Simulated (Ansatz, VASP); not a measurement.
PIr: VASP beside Ansatz

The input INCAR:

```
PREC = Accurate
ENCUT = 560
EDIFF = 1E-7
ISMEAR = -1
SIGMA = 0.08
LREAL = F
LASPH = T
NELM = 120
ALGO = Normal
ISIF = 3
LWAVE = F
LCHARG = F
IBRION = 2
NSW = 60
EDIFFG = -0.005
GGA_COMPAT = F
NELMIN = 4
```

File KPOINTS:

```
Automatic mesh
0
Gamma
  14 14 14
```

POSCAR

```
PIr
1.0
    0.0000000000      2.3690179898      2.3690179898
    2.3690179898      0.0000000000      2.3690179898
    2.3690179898      2.3690179898      0.0000000000
Ir P
1 1
Direct
    0.0000000000      0.0000000000      0.0000000000
    0.5000000000      0.5000000000      0.5000000000
```

Input for Ansatz:

```yaml
crystal:
  lattice:
    - [0.0, 2.3690179898, 2.3690179898]
    - [2.3690179898, 0.0, 2.3690179898]
    - [2.3690179898, 2.3690179898, 0.0]
  atoms:
    - { symbol: Ir, position: [0.0, 0.0, 0.0] }
    - { symbol: P, position: [0.5, 0.5, 0.5] }
kpoints:
  mp_grid: { grid: [14, 14, 14] }
scf:
  occupations: { method: fermi_dirac, width: 0.08 }
hamiltonian:
  xc: lda
  pseudopotentials: { kind: paw }
output:
  forces: true
  stress: true
relax:
  f_tol: 0.005
  max_steps: 40
  cell: {}
```

Alike in both runs: task relaxation of cell and atoms; functional LDA; k mesh 14 × 14 × 14; occupations fermi-dirac, width 0.08 eV; no spin polarisation.

|  | VASP | Ansatz |
| --- | --- | --- |
| version | VASP 6.6.1 | Ansatz 0.2.0 |
| potentials or method | VASP PAW LDA potentials, release 64 (Ir_sv_GW, P) | PAW with Ansatz's default frozen-core files, scalar-relativistic |
| plane-wave cutoff (eV) | 560 | 420 |
| valence electrons in the cell | 22 | 22 |

Ansatz gave:

- relaxed volume (Å³/atom): 14.28
- relaxed length of the cell vector where the two differ most in proportion (Å): 3.431

Task: Which values does VASP return?

Result: Relaxed volume (Å³/atom): 14.24; relaxed length of the cell vector where the two differ most in proportion (Å): 3.428.

LDA's correlation is that of Perdew and Zunger in VASP and of Perdew and Wang (1992) in Ansatz.

Neither program's run includes spin-orbit coupling.
